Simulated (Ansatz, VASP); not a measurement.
## Two plane-wave programs on ZrB

Contents of INCAR:

```
SYSTEM = ZrB
PREC = Accurate ; ENCUT = 520
EDIFF = 1E-7 ; ISMEAR = 0
SIGMA = 0.15 ; LREAL = .FALSE.
LASPH = .TRUE. ; NELM = 100
ALGO = Normal ; ISIF = 2
LWAVE = .FALSE. ; LCHARG = .FALSE.
GGA = PE ; NBANDS = 14
```

KPOINTS

```
regular mesh
0
G
  18 18 18
  0 0 0
```

POSCAR

```
ZrB
1.0
    0.0145312500      2.3250000000      2.3250000000
    2.3395312500      0.0000000000      2.3395312500
    2.3250000000      2.3250000000      0.0145312500
Zr B
1 1
Direct
    0.0000000000      0.0000000000      0.0000000000
    0.5000000000      0.5000000000      0.5000000000
```

Input for Ansatz:

```yaml
crystal:
  lattice:
    - [0.01453125, 2.325, 2.325]
    - [2.33953125, 0.0, 2.33953125]
    - [2.325, 2.325, 0.01453125]
  atoms:
    - { symbol: Zr, position: [0.0, 0.0, 0.0] }
    - { symbol: B, position: [0.5, 0.5, 0.5] }
basis:
  ecutwfc: 420
kpoints:
  mp_grid: { grid: [18, 18, 18] }
hamiltonian:
  xc: pbe
scf:
  occupations: { method: gaussian, width: 0.15 }
output:
  forces: true
  stress: true
  eigenvalues: true
```

Change from the starting cell: strain +0.0125 x Voigt [0, 0, 0, 0, 1, 0], atoms carried along.

Alike in both runs: task single point; functional PBE; k mesh 18 × 18 × 18; occupations gaussian, width 0.15 eV; no spin polarisation.

|  | VASP | Ansatz |
| --- | --- | --- |
| version | VASP 6.6.1 | Ansatz 0.2.0 |
| potentials or method | VASP PAW PBE potentials, release 64 (Zr_sv, B), cutoff 520 eV | scalar-relativistic, plane waves, PAW |
| valence electrons in the cell | 15 | 15 |

|  | VASP | Ansatz | Ansatz less VASP |
| --- | --- | --- | --- |
| gap on the k mesh at the Fermi level (eV) | none | none | - |
| pressure (GPa) | 35.0 | 34.8 | -0.17 |
| traceless stress, the component that is largest in VASP (GPa) | -0.73 | -0.73 | -0.002 |

A gap of «none» marks a metal or a gap that the smearing closes. Both programs put the cell under a high pressure, so it lies far from rest at this level. With one functional, cell and mesh, what is left measures potentials, basis and numerics.
